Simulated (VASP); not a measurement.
Set up this calculation in VASP 6.6.1, as the native input.

* Task: single point
* Functional: PBEsol
* Potentials or basis: VASP PAW PBE potentials, release 64 (Ni)
* Cutoff: 520 eV
* k mesh: 26 × 26 × 26
* Occupations: gaussian, width 0.15 eV
* Spin: collinear spin, ferromagnetic start
* Starting moments: [0.5] μB
* Dipole correction: no
* Further INCAR settings: ALGO = Fast; EDIFF = 1e-06; NBANDS = 15

The structure of Ni lies in POSCAR:

```
Ni
1.0
   -1.5337801759      1.3877058735      1.3877058735
    1.3877058735     -1.5337801759      1.3877058735
    1.3877058735      1.3877058735     -1.5337801759
Ni
1
Direct
    0.0000000000      0.0000000000      0.0000000000
```

This cell differs from its parent crystal: ratio of the length along [111] to the lengths across it x 0.85, volume and fractional coordinates fixed.

One way to write it, as run:

INCAR

```
SYSTEM = Ni
ALGO     = Fast           ! electronic algorithm
EDIFF    = 1E-6           ! SCF threshold, eV
ENCUT    = 520            ! plane-wave cutoff, eV
GGA      = PS             ! functional
ISIF     = 2              ! what is computed and relaxed
ISMEAR   = 0              ! smearing method
ISPIN    = 2              ! spin polarisation
LASPH    = .TRUE.         ! aspherical terms in the spheres
LCHARG   = .TRUE.         ! write CHGCAR
LELF     = .TRUE.         ! ELF
LMAXMIX  = 4              ! l up to which the mixer works
LORBIT   = 11             ! projections on sites
LREAL    = .FALSE.        ! projectors in reciprocal space
LVHAR    = .TRUE.       
LWAVE    = .FALSE.        ! write WAVECAR
MAGMOM   = 0.5            ! initial moments
NBANDS   = 15             ! bands
NELM     = 150            ! most SCF steps
PREC     = Accurate       ! precision mode
SIGMA    = 0.15           ! smearing width, eV
```

KPOINTS

```
k-points
0
G
  26 26 26
  0 0 0
```

Potentials or basis: VASP PAW PBE potentials, release 64 (Ni).

Run with:

```sh
$ cat potpaw_PBE.64/Ni/POTCAR > POTCAR
$ mpirun -np 1 vasp_std > vasp.out
```

It gave:

```yaml
Pressure: 5.2 GPa
Net_moment: 0.49 μB per cell
Site_moments: Ni +0.49 μB
Valence_electrons_inside_the_program's_atomic_spheres: Ni 9.41
```

Caveat: the cell stands under pressure; the PAW data sets were made with another functional, which shifts forces and pressure a little.

Wall time 17 min on 1 thread of Intel Xeon 8259CL, on a shared host, peak memory 0.47 GiB.
